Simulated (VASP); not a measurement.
# ZnCu (Pm-3m) in VASP: vibrations by perturbation theory with PBE

Aim: the vibrations by perturbation theory of ZnCu with PBE.

Program: VASP 6.6.1. These are calculated values, not measurements. Logs are shortened: lines on timing, memory, paths and dates and some standing lists are left out, and cuts for length are marked.

**1. The cell of the first run**

The structure is cubic, space group Pm-3m (No. 221). The conventional cell has a = 2.964 Å, b = 2.964 Å, c = 2.964 Å, α = 90.00°, β = 90.00°, γ = 90.00°. Zn (site symmetry m-3m) has 8 Cu at 2.57 Å and 6 Zn at 2.96 Å within 3.4 Å. Cu (site symmetry m-3m) has 8 Zn at 2.57 Å and 6 Cu at 2.96 Å within 3.4 Å.

**2. Vibrations by perturbation theory, PBE**

The input, INCAR:

```
SYSTEM = ZnCu
PREC = Accurate
ENCUT = 520
EDIFF = 1E-8
ISMEAR = -1
SIGMA = 0.15
LREAL = .False.
LASPH = .True.
NELM = 60
ALGO = Fast
ISIF = 2
LWAVE = .False.
LCHARG = .True.
GGA = PE
NBANDS = 18
IBRION = 8
NSW = 1
```

The input, KPOINTS:

```
Automatic mesh
0
Gamma
  14 14 14
  0 0 0
```

The input, POSCAR:

```
ZnCu
1.0
    2.9643051901      0.0000000000      0.0000000000
    0.0000000000      2.9643051901      0.0000000000
    0.0000000000      0.0000000000      2.9643051901
Zn Cu
1 1
Direct
    0.5000000000      0.5000000000      0.5000000000
    0.0000000000      0.0000000000      0.0000000000
```

Potentials or basis: VASP PAW PBE potentials, release 64 (Zn, Cu).

On the command line:

```bash
$ cat potpaw_PBE.64/Zn/POTCAR potpaw_PBE.64/Cu/POTCAR > POTCAR
$ mpirun -np 1 vasp_std > vasp.out
```

OUTCAR:

```text
SYSTEM = ZnCu
   PREC = Accurate
   ENCUT = 520
   EDIFF = 1E-8
   ISMEAR = -1
   LREAL = .False.
   LASPH = .True.
   NELM = 60
   ISIF = 2
   GGA = PE
   IBRION = 8
   NSW = 1

 ion  position               nearest neighbor table
   1  0.500  0.500  0.500-   2 2.57   2 2.57   2 2.57   2 2.57   2 2.57   2 2.57   2 2.57   2 2.57

   2  0.000  0.000  0.000-   1 2.57   1 2.57   1 2.57   1 2.57   1 2.57   1 2.57   1 2.57   1 2.57

  LATTYP: Found a simple cubic cell.
 ALAT       =     2.9643051901

  Lattice vectors:

 A1 = (   2.9643051901,   0.0000000000,   0.0000000000)
 A2 = (   0.0000000000,   2.9643051901,   0.0000000000)
 A3 = (   0.0000000000,   0.0000000000,   2.9643051901)

Analysis of symmetry for initial positions (statically):
=====================================================================
 Subroutine PRICEL returns:
 Original cell was already a primitive cell.

 Routine SETGRP: Setting up the symmetry group for a
 simple cubic supercell.

 Subroutine GETGRP returns: Found 48 space group operations
 (whereof 48 operations were pure point group operations)
 out of a pool of 48 trial point group operations.

The static configuration has the point symmetry O_h .

Analysis of symmetry for dynamics (positions and initial velocities):
=====================================================================
 Subroutine PRICEL returns:
 Original cell was already a primitive cell.

 Routine SETGRP: Setting up the symmetry group for a
 simple cubic supercell.

 Subroutine GETGRP returns: Found 48 space group operations
 (whereof 48 operations were pure point group operations)
 out of a pool of 48 trial point group operations.

The dynamic configuration has the point symmetry O_h .

 Subroutine INISYM returns: Found 48 space group operations
 (whereof 48 operations are pure point group operations),
 and found     1 'primitive' translations

----------------------------------------------------------------------------------------

                                     Primitive cell

  volume of cell :      26.0477

  direct lattice vectors                    reciprocal lattice vectors
     2.964305190  0.000000000  0.000000000     0.337347181  0.000000000  0.000000000
     0.000000000  2.964305190  0.000000000     0.000000000  0.337347181  0.000000000
     0.000000000  0.000000000  2.964305190     0.000000000  0.000000000  0.337347181

  length of vectors
     2.964305190  2.964305190  2.964305190     0.337347181  0.337347181  0.337347181

  position of ions in fractional coordinates (direct lattice)
     0.500000000  0.500000000  0.500000000
     0.000000000  0.000000000  0.000000000

  ion indices of the primitive-cell ions
   primitive index   ion index
                 1           1
                 2           2

----------------------------------------------------------------------------------------

 KPOINTS: Automatic mesh

Automatic generation of k-mesh.
 Grid dimensions read from file:
 generate k-points for:   14   14   14

 Generating k-lattice:

  Cartesian coordinates                     Fractional coordinates (reciprocal lattice)
     0.024096227  0.000000000  0.000000000     0.071428571  0.000000000  0.000000000
     0.000000000  0.024096227  0.000000000     0.000000000  0.071428571  0.000000000
     0.000000000  0.000000000  0.024096227     0.000000000  0.000000000  0.071428571

  Length of vectors
     0.024096227  0.024096227  0.024096227

  Shift w.r.t. Gamma in fractional coordinates (k-lattice)
     0.000000000  0.000000000  0.000000000

 Subroutine IBZKPT returns following result:
 ===========================================

 Found    120 irreducible k-points:
[... 71 lines left out ...]
   GGA     = PE    functional components
   LHFCALC =     F    Hartree Fock is set to
   AEXX    =    0.0000 exact exchange contribution
   IVDW    =     0    specifies the selected vdW correction
   LEPSILON=     F    determine dielectric tensor
   LRPA    =     F    only Hartree local field effects (RPA)
 non-spin polarized calculation
 RMM-DIIS sequential band-by-band and
  energy-cutoff  :      520.00
  volume of cell :       26.05
 maximum number of plane-waves:       739
 NGX is ok and might be reduce to    24
   NGX = 11   NGY = 11   NGZ = 11

--------------------------------------- Ionic step        1  -------------------------------------------

 number of electron      23.0000020 magnetization

 Free energy of the ion-electron system (eV)
  ---------------------------------------------------
  ext. energy  EPLUGINS =         0.00000000
  ---------------------------------------------------
  free energy    TOTEN  =        -5.03275625 eV

  energy without entropy =       -4.99713047  energy(sigma->0) =       -5.01494336

 E-fermi :   5.3715     XC(G=0): -12.2927

 val. band max:        5.2893069451   @ k =   0.5000   0.5000   0.2143
 cond. band min:       5.3816912117   @ k =   0.4286   0.3571   0.2143
 fundamental gap:      0.0923842666
 Fermi energy:         5.3714664470

 k-point     1 :       0.0000    0.0000    0.0000
  band No.  band energies     occupation
      1      -4.8312      2.00000
      2      -2.4284      2.00000
      3      -2.4284      2.00000
      4      -1.7647      2.00000
      5      -1.7647      2.00000
      6      -1.7647      2.00000
[... 481 lines left out ...]
      5      -1.8141      2.00000
      6      -1.2553      2.00000
[... 10 lines left out ...]
     17      20.9575      0.00000
     18      21.9255      0.00000

 [... further k-points ...]

------------------------ aborting loop because EDIFF is reached ----------------------------------------

  FORCE on cell =-STRESS in cart. coord.  units (eV):
  Direction    XX          YY          ZZ          XY          YZ          ZX
  --------------------------------------------------------------------------------------
  -------------------------------------------------------------------------------------
  Total        0.0868097      0.0868097      0.0868097      0.0000000      0.0000000     -0.0000000
  in kB        5.3396198      5.3396198      5.3396198      0.0000000      0.0000000     -0.0000000
  external PRESSURE =       5.3396198 kB  Pullay stress =       0.0000000 kB

 VOLUME and BASIS-vectors are now :
 -----------------------------------------------------------------------------
  energy-cutoff  :      520.00
  volume of cell :       26.05
      direct lattice vectors                 reciprocal lattice vectors
     2.964305190  0.000000000  0.000000000     0.337347181  0.000000000  0.000000000
     0.000000000  2.964305190  0.000000000     0.000000000  0.337347181  0.000000000
     0.000000000  0.000000000  2.964305190     0.000000000  0.000000000  0.337347181

 POSITION                                       TOTAL-FORCE (eV/Angst)
 -----------------------------------------------------------------------------------
      1.48215      1.48215      1.48215         0.000000      0.000000      0.000000
      0.00000      0.00000      0.00000         0.000000      0.000000      0.000000
 -----------------------------------------------------------------------------------
    total drift:                                0.000000      0.000000     -0.000000

  FREE ENERGIE OF THE ION-ELECTRON SYSTEM (eV)
  ---------------------------------------------------
  free  energy   TOTEN  =        -5.0327562480 eV

  energy  without entropy=       -4.9971304710  energy(sigma->0) =       -5.01494336

[... ionic steps 2 to 3 ...]

--------------------------------------- Ionic step        4  -------------------------------------------

------------------------ aborting loop because EDIFF is reached ----------------------------------------

[... ionic steps 5 to 6 ...]

--------------------------------------- Ionic step        7  -------------------------------------------

 Free energy of the ion-electron system (eV)
  ---------------------------------------------------
  ---------------------------------------------------
  free energy    TOTEN  =        -0.23903731 eV

  energy without entropy =       -0.23903731

------------------------ aborting loop because EDIFF is reached ----------------------------------------

 INTERNAL STRAIN TENSOR  FOR ION    2  DIRECTION 1   (eV/Angst):
 -----------------------------------------------------------------------------
     0.01775  0.00000 -0.00000
     0.00000  0.00197  0.00000
    -0.00000  0.00000  0.00197

 INTERNAL STRAIN TENSOR FOR ION    2 for displacements in x,y,z  (eV/Angst):
          X           Y           Z          XY          YZ          ZX
  --------------------------------------------------------------------------------
  x     0.00000     0.00000     0.00000     0.00000     0.00000     0.00000
  y     0.00000     0.00000     0.00000     0.00000     0.00000     0.00000
  z     0.00000     0.00000     0.00000     0.00000     0.00000     0.00000

 SECOND DERIVATIVES (NOT SYMMETRIZED)
 ------------------------------------
               1X          1Y          1Z          2X          2Y          2Z
  1X    -4.477066    0.000000   -0.000000    4.477066   -0.000000    0.000000
  1Y     0.000000   -4.477066   -0.000000   -0.000000    4.477066    0.000000
  1Z     0.000000    0.000000   -4.477066   -0.000000   -0.000000    4.477066
  2X     4.549349    0.000000    0.000000   -4.549349   -0.000000   -0.000000
  2Y     0.000000    4.549349   -0.000000   -0.000000   -4.549349    0.000000
  2Z    -0.000000    0.000000    4.549349    0.000000   -0.000000   -4.549349

 Eigenvectors and eigenvalues of the dynamical matrix
 ----------------------------------------------------

   1 f  =    5.850716 THz    36.761134 2PiTHz  195.158886 cm-1    24.196607 meV
             X         Y         Z           dx          dy          dz
      1.482153  1.482153  1.482153     0.361386    0.534653   -0.269061
      0.000000  0.000000  0.000000    -0.369539   -0.546715    0.275131
[... 21 lines left out ...]
   6 f/i=    0.023421 THz     0.147157 2PiTHz    0.781231 cm-1     0.096860 meV
             X         Y         Z           dx          dy          dz
      1.482153  1.482153  1.482153     0.690394   -0.184434   -0.022220
      0.000000  0.000000  0.000000     0.675162   -0.180365   -0.021730

--------------------------------------------------------------------------------------------------------

 ELASTIC MODULI CONTR FROM IONIC RELAXATION (kBar)
 Direction    XX          YY          ZZ          XY          YZ          ZX
 --------------------------------------------------------------------------------
 XX           0.0000      0.0000      0.0000      0.0000      0.0000      0.0000
 YY           0.0000      0.0000      0.0000      0.0000      0.0000      0.0000
 ZZ           0.0000      0.0000      0.0000      0.0000      0.0000      0.0000
 XY           0.0000      0.0000      0.0000      0.0000      0.0000      0.0000
 YZ           0.0000      0.0000      0.0000      0.0000      0.0000      0.0000
 ZX           0.0000      0.0000      0.0000      0.0000      0.0000      0.0000
 --------------------------------------------------------------------------------
```

Wall time 3.2 min (1 thread of Intel Xeon Platinum 8488C (Sapphire Rapids), shared host); peak memory 0.45 GiB.

What came out:

* Highest phonon frequency at Γ: 195 cm⁻¹

Phonon frequencies in cm⁻¹ (negative: imaginary):
```tsv
q point	frequencies
(0.000, 0.000, 0.000)	-1 -1 -1 195 195 195
```
